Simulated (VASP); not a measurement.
Write the native input for VASP 6.6.1 that does the following.

```
Task                   : single point
Functional             : PBE
Potentials or basis    : VASP PAW PBE potentials, release 64 (Si, Ge_d)
Cutoff                 : 520 eV
k mesh                 : 12 × 12 × 8
Occupations            : gaussian, width 0.1 eV
Spin                   : no spin polarisation
Dipole correction      : no
Further INCAR settings : ALGO = Normal; EDIFF = 1e-06; NBANDS = 26
```

The structure of Si5Ge lies in POSCAR:

```
Si5Ge
1.0
    4.9859064409     -0.0000000029      0.0000000000
   -2.4929532179      4.3179216401      0.0000000000
    0.0000000000      0.0000000000      4.3178229500
Si Ge
5 1
Direct
    0.3688050552      0.3688050552      0.0000000000
    0.0000000000      0.6311949448      0.0000000000
    0.6311949448      0.0000000000      0.0000000000
    0.6666666667      0.3333333333      0.5000000000
    0.3333333333      0.6666666667      0.5000000000
    0.0000000000      0.0000000000      0.5000000000
```

One way to write it, as run:

INCAR

```
PREC     = Accurate       # precision mode
ENCUT    = 520            # plane-wave cutoff, eV
EDIFF    = 1E-6           # SCF threshold, eV
ISMEAR   = 0              # smearing method
SIGMA    = 0.1            # smearing width, eV
LREAL    = False          # projectors in reciprocal space
LASPH    = True           # aspherical terms in the spheres
NELM     = 80             # most SCF steps
ALGO     = Normal         # electronic algorithm
ISIF     = 2              # what is computed and relaxed
LWAVE    = False          # write WAVECAR
LCHARG   = False          # write CHGCAR
GGA      = PE             # functional
NBANDS   = 26             # bands
```

KPOINTS

```
regular mesh
0
Gamma
  12 12 8
```

Potentials or basis: VASP PAW PBE potentials, release 64 (Si, Ge_d).

Command:

```sh
$ cat potpaw_PBE.64/Si/POTCAR potpaw_PBE.64/Ge_d/POTCAR > POTCAR
$ mpirun -np 1 vasp_std > vasp.out
```

It gave:

The pressure is 0.0 GPa. The band gap on the k mesh is zero (bands 17 and 18 overlap by 4.43 eV).

It took 3.8 min on 1 thread of Intel(R) Xeon(R) Platinum 8259CL CPU @ 2.50GHz (Skylake/Cascade Lake), on a shared host, peak memory 0.33 GiB.
